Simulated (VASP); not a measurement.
A run of VASP 6.6.1 is set up as follows.

The input INCAR:

```
SYSTEM = LaTe
PREC     = Accurate       ! precision mode
ENCUT    = 500            ! plane-wave cutoff, eV
EDIFF    = 1E-6           ! SCF threshold, eV
ISMEAR   = -1             ! smearing method
SIGMA    = 0.05           ! smearing width, eV
LREAL    = .False.        ! projectors in reciprocal space
LASPH    = .True.         ! aspherical terms in the spheres
NELM     = 200            ! most SCF steps
ALGO     = Normal         ! electronic algorithm
ISIF     = 2              ! what is computed and relaxed
LWAVE    = .False.        ! write WAVECAR
LCHARG   = .False.        ! write CHGCAR
GGA      = CA             ! functional
NBANDS   = 16             ! bands
GGA_COMPAT= .False.      
LMAXMIX  = 6              ! l up to which the mixer works
```

KPOINTS

```
regular mesh
0
Gamma
  6 6 6
  0 0 0
```

Contents of POSCAR:

```
LaTe
1.0
    0.0000000000      3.5369631172      3.5369631172
    3.5369631172      0.0000000000      3.5369631172
    3.5369631172      3.5369631172      0.0000000000
La Te
1 1
Direct
    0.0000000000      0.0000000000      0.0000000000
    0.2500000000      0.2500000000      0.2500000000
```

Potentials or basis: VASP PAW LDA potentials, release 64 (La, Te).

Run with:

```bash
$ cat potpaw_LDA.64/La/POTCAR potpaw_LDA.64/Te/POTCAR > POTCAR
$ mpirun -np 1 vasp_std > vasp.out
```

**Question.** Estimate the pressure.

**Answer.** 0.0 GPa.

**Question.** What does it give for the band gap on the k mesh?

**Answer.** Zero (an odd number of electrons rules out a gap without spin polarisation).

Caveat: spin-orbit coupling is left out, which moves the levels of the heavy elements.
